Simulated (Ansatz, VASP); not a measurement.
# One calculation of SrO, two programs

The input INCAR:

```
SYSTEM = SrO
PREC = Accurate
ENCUT = 600
EDIFF = 1E-6
ISMEAR = 0
SIGMA = 0.05
LREAL = .False.
LASPH = .True.
NELM = 120
ALGO = Normal
ISIF = 2
LWAVE = .False.
LCHARG = .False.
GGA = PE
NBANDS = 15
GGA_COMPAT = .False.
```

KPOINTS

```
Automatic mesh
0
Gamma
  8 8 8
  0 0 0
```

Contents of POSCAR:

```
SrO
1.0
    0.0000000000      2.5697984671      2.5697984671
    2.5697984671      0.0000000000      2.5697984671
    2.5697984671      2.5697984671      0.0000000000
Sr O
1 1
Direct
    0.5000000000      0.5000000000      0.5000000000
    0.0000000000      0.0000000000      0.0000000000
```

Input for Ansatz:

```yaml
crystal:
  lattice:
    - [0.0, 2.5697984671, 2.5697984671]
    - [2.5697984671, 0.0, 2.5697984671]
    - [2.5697984671, 2.5697984671, 0.0]
  atoms:
    - { symbol: Sr, position: [0.5, 0.5, 0.5] }
    - { symbol: O, position: [0.0, 0.0, 0.0] }
basis:
  ecutwfc: 420
  ecutrho_ratio: 4
kpoints:
  mp_grid: { grid: [8, 8, 8] }
hamiltonian:
  xc: pbe
scf:
  occupations: { method: gaussian, width: 0.05 }
output:
  forces: true
  stress: true
  eigenvalues: true
```

Alike in both runs: task single point; functional PBE; k mesh 8 × 8 × 8; occupations gaussian, width 0.05 eV; no spin polarisation.

```csv
,VASP,Ansatz
version,VASP 6.6.1,Ansatz 0.2.0
potentials or method,"VASP PAW PBE potentials, release 64 (Sr_sv, O), cutoff 600 eV","scalar-relativistic, plane waves, PAW"
valence electrons in the cell,16,16
```

VASP gave:

```
gap on the k mesh at the Fermi level (eV) : 3.27
least direct gap on the mesh (eV)         : 3.35
pressure (GPa)                            : 3.4
```

Question: Estimate Ansatz's values.

Answer: gap on the k mesh at the Fermi level (eV): 3.31; least direct gap on the mesh (eV): 3.39; pressure (GPa): 2.9.

With one functional, cell and mesh, what is left measures potentials, basis and numerics.
